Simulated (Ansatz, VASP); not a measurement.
# SrO in VASP and in Ansatz

The input INCAR:

```
SYSTEM = SrO
  PREC = Accurate
  ENCUT = 520
  EDIFF = 1E-6
  ISMEAR = -1
  SIGMA = 0.03
  LREAL = .False.
  LASPH = .True.
  NELM = 60
  ALGO = Normal
  ISIF = 2
  LWAVE = .False.
  LCHARG = .True.
  GGA = PS
  LELF = .True.
  LVHAR = .True.
  NBANDS = 15
```

File KPOINTS:

```
Automatic mesh
0
Gamma
  8 8 8
  0 0 0
```

POSCAR

```
SrO
1.0
    0.0000000000      2.5698000000      2.5441020000
    2.5698000000      0.0000000000      2.5441020000
    2.5698000000      2.5698000000      0.0000000000
Sr O
1 1
Direct
    0.0000000000      0.0000000000      0.0000000000
    0.5000000000      0.5000000000      0.5000000000
```

Input for Ansatz:

```yaml
crystal:
  lattice:
    - [0.0, 2.5698, 2.544102]
    - [2.5698, 0.0, 2.544102]
    - [2.5698, 2.5698, 0.0]
  atoms:
    - { symbol: Sr, position: [0.0, 0.0, 0.0] }
    - { symbol: O, position: [0.5, 0.5, 0.5] }
kpoints:
  mp_grid: { grid: [8, 8, 8] }
  band_path:
    path:
      - [0.0, 0.0, 0.0]
      - [0.0, 0.5, 0.5]
      - [0.25, 0.75, 0.5]
      - [0.0, 0.5, 0.0]
      - [0.0, 0.0, 0.0]
      - [0.5, 0.5, 0.0]
      - [0.3775380063, 0.6224619937, 0.0]
      - [-0.3775380063, 0.3775380063, 0.0]
      - [0.0, 0.0, 0.0]
    npoints: 5
scf:
  occupations: { method: fermi_dirac, width: 0.03 }
hamiltonian:
  xc: pbesol
  pseudopotentials: { kind: all_electron, lapw: { basis_error: 0.0005 } }
output:
  forces: true
  stress: true
  eigenvalues: true
```

Change from the starting cell: zz strain of -1 %.

Alike in both runs: task single point; functional PBEsol; k mesh 8 × 8 × 8; occupations fermi-dirac, width 0.03 eV; no spin polarisation.

|  | VASP | Ansatz |
| --- | --- | --- |
| version | VASP 6.6.1 | Ansatz 0.2.0 |
| potentials or method | VASP PAW PBE potentials, release 64 (Sr_sv, O), cutoff 520 eV | all-electron LAPW, scalar-relativistic |

Ansatz gave:

| Item | Value |
| --- | --- |
| gap on the k mesh at the Fermi level (eV) | 3.14 |
| pressure (GPa) | 0.0 |
| traceless stress, the component that is largest in VASP (GPa) | 0.92 |

Estimate VASP's values.

gap on the k mesh at the Fermi level (eV): 3.10; pressure (GPa): 0.7; traceless stress, the component that is largest in VASP (GPa): 0.97.

VASP's potentials were made for PBE, not for PBEsol. Ansatz ran all-electron here, and VASP with PAW potentials.
